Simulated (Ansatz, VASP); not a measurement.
## Al2Cu in VASP and in Ansatz

File INCAR:

```
ALGO = Normal
EDIFF = 1E-6
EDIFFG = -0.04
ENCUT = 600
GGA = PE
IBRION = 2
ISIF = 3
ISMEAR = 0
LASPH = T
LCHARG = F
LREAL = F
LWAVE = F
NELM = 100
NSW = 90
PREC = Accurate
SIGMA = 0.1
```

KPOINTS

```
k-points
0
Gamma
  6 6 2
```

POSCAR

```
Al2Cu
1.0
    2.7637371900      0.0000000000      0.0000000000
   -1.3818685900      2.3934666100      0.0000000000
    0.0000000000      0.0000000000     13.3083005200
Al Cu
4 2
Direct
    0.3333333300      0.6666666700      0.0000000000
    0.6666666700      0.3333333300      0.8333333300
    0.6666666700      0.3333333300      0.1666666700
    0.6666666700      0.3333333300      0.5000000000
    0.3333333300      0.6666666700      0.6666666700
    0.3333333300      0.6666666700      0.3333333300
```

Input for Ansatz:

```yaml
crystal:
  lattice:
    - [2.76373719, 0.0, 0.0]
    - [-1.38186859, 2.39346661, 0.0]
    - [0.0, 0.0, 13.30830052]
  atoms:
    - { symbol: Al, position: [0.33333333, 0.66666667, 0.0] }
    - { symbol: Al, position: [0.66666667, 0.33333333, 0.83333333] }
    - { symbol: Al, position: [0.66666667, 0.33333333, 0.16666667] }
    - { symbol: Al, position: [0.66666667, 0.33333333, 0.5] }
    - { symbol: Cu, position: [0.33333333, 0.66666667, 0.66666667] }
    - { symbol: Cu, position: [0.33333333, 0.66666667, 0.33333333] }
basis:
  ecutwfc: 420
kpoints:
  mp_grid: { grid: [6, 6, 2] }
hamiltonian:
  xc: pbe
scf:
  occupations: { method: gaussian, width: 0.1 }
  lower_state_search: "off"
output:
  forces: true
  stress: true
  eigenvalues: true
relax:
  adjacent_minimum: "off"
  f_tol: 0.04
  max_steps: 70
  cell: { stress_tol: 0.4 }
```

Alike in both runs: task relaxation of cell and atoms; functional PBE; k mesh 6 × 6 × 2; occupations gaussian, width 0.1 eV; no spin polarisation.

```csv
,VASP,Ansatz
version,VASP 6.6.1,Ansatz 0.2.0
potentials or method,"VASP PAW PBE potentials, release 64 (Al, Cu), cutoff 600 eV","scalar-relativistic, plane waves, PAW"
valence electrons in the cell,34,50
```

Ansatz gave:

- gap on the k mesh at the Fermi level, each at its own relaxed structure (eV): none
- relaxed volume (Å³/atom): 14.81
- relaxed cell length with the largest relative difference (Å): 2.865

Q: Estimate VASP's values.

A: gap on the k mesh at the Fermi level, each at its own relaxed structure (eV): none; relaxed volume (Å³/atom): 14.83; relaxed cell length with the largest relative difference (Å): 2.867.

A gap of «none» marks a metal or a gap that the smearing closes. VASP's potentials hold 34 valence electrons a cell and Ansatz's 50, so a difference there can come from the potentials and not from the codes.

The k mesh is coarse, so the values compare programs but aren't converged.
